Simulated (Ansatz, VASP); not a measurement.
Two plane-wave programs on NbTe

INCAR

```
  ALGO = Normal
  EDIFF = 1E-6
  ENCUT = 500
  GGA = PE
  GGA_COMPAT = False
  ISIF = 2
  ISMEAR = 0
  LASPH = True
  LCHARG = False
  LDAU = True
  LDAUJ = 0 0
  LDAUL = 2 -1
  LDAUPRINT = 1
  LDAUTYPE = 2
  LDAUU = 4.2 0
  LMAXMIX = 4
  LREAL = False
  LWAVE = False
  NBANDS = 16
  NELM = 200
  PREC = Accurate
  SIGMA = 0.1
```

File KPOINTS:

```
k-points
0
Gamma
  6 6 4
```

File POSCAR:

```
NbTe
1.0
    3.7029743866      0.0000000000      0.0000000000
   -1.8514871933      3.2068698884      0.0000000000
    0.0000000000      0.0000000000      3.6942110000
Nb Te
1 1
Direct
    0.0000000000      0.0000000000      0.5000000000
    0.6666666667      0.3333333333      0.0000000000
```

Input for Ansatz:

```yaml
crystal:
  lattice:
    - [3.7029743866, 0.0, 0.0]
    - [-1.8514871933, 3.2068698884, 0.0]
    - [0.0, 0.0, 3.694211]
  atoms:
    - { symbol: Nb, position: [0.0, 0.0, 0.5] }
    - { symbol: Te, position: [0.6666666667, 0.3333333333, 0.0] }
basis:
  ecutwfc: 420
kpoints:
  mp_grid: { grid: [6, 6, 4] }
hamiltonian:
  xc: pbe
  hubbard:
    sites: [{ species: Nb, l: d, u_eff: 4.2 }]
    projectors: ortho-atomic
scf:
  occupations: { method: gaussian, width: 0.1 }
  max_iter: 55
output:
  forces: true
  stress: true
  eigenvalues: true
```

Alike in both runs: task single point; functional PBE; k mesh 6 × 6 × 4; occupations gaussian, width 0.1 eV; no spin polarisation; Hubbard terms Nb d U = 4.2 eV.

|  | VASP | Ansatz |
| --- | --- | --- |
| version | VASP 6.6.1 | Ansatz 0.2.0 |
| potentials or method | VASP PAW PBE potentials, release 64 (Nb_sv, Te), cutoff 500 eV | scalar-relativistic, plane waves, PAW |
| valence electrons in the cell | 19 | 29 |

```csv
,VASP,Ansatz,Ansatz less VASP
gap on the k mesh at the Fermi level (eV),none,none,-
pressure (GPa),2.6,0.0,-2.56
"traceless stress, the component that is largest in VASP (GPa)",3.06,2.53,-0.526
```

The programs project onto different local orbitals, so the same U acts differently, and such runs can settle in different states. A gap of «none» marks a metal or a gap that the smearing closes. VASP's potentials hold 19 valence electrons a cell and Ansatz's 29, so a difference there can come from the potentials and not from the codes. Ansatz's warnings: filled band counts differ across k points.

The k mesh is coarse, so the values compare programs but aren't converged. Spin-orbit coupling is off throughout.
